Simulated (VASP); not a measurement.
The system is BN.

```
CELL_PARAMETERS angstrom
2.44724 0.00000 0.00000
-1.22362 2.11937 0.00000
0.00000 0.00000 6.50024
ATOMIC_POSITIONS crystal
N 0.66667 0.33333 0.25000
N 0.33333 0.66667 0.75000
B 0.66667 0.33333 0.75000
B 0.33333 0.66667 0.25000
```

Base run:

| Quantity | Value |
| --- | --- |
| Program | VASP 6.6.1 |
| Functional | r2SCAN |
| Potentials or basis | VASP PAW PBE potentials, release 64 (N, B) |
| Cutoff | 520 eV |
| k mesh | 12 × 12 × 4 |
| Occupations | fermi-dirac, width 0.05 eV |
| Spin | no spin polarisation |

Its results: band gap on the k mesh 4.96 eV, indirect (least direct gap 5.42 eV); pressure 19.1 GPa.

**Question.** The run is repeated on the same cell with these changes: functional from r2SCAN to RPBE. What comes out?

**Answer.** Band gap on the k mesh 4.46 eV, indirect (least direct gap 4.88 eV); pressure 26.9 GPa.

r2SCAN gives the wider gap, since meta-GGAs in the generalised Kohn-Sham scheme recover part of the derivative discontinuity.

Caveats: the PAW data sets were made with another functional, which shifts forces and pressure a little; this functional lacks dispersion, which binds the layers, so the pressure and a relaxed spacing across them are unreliable (some runs).

A k mesh can miss the band edges.
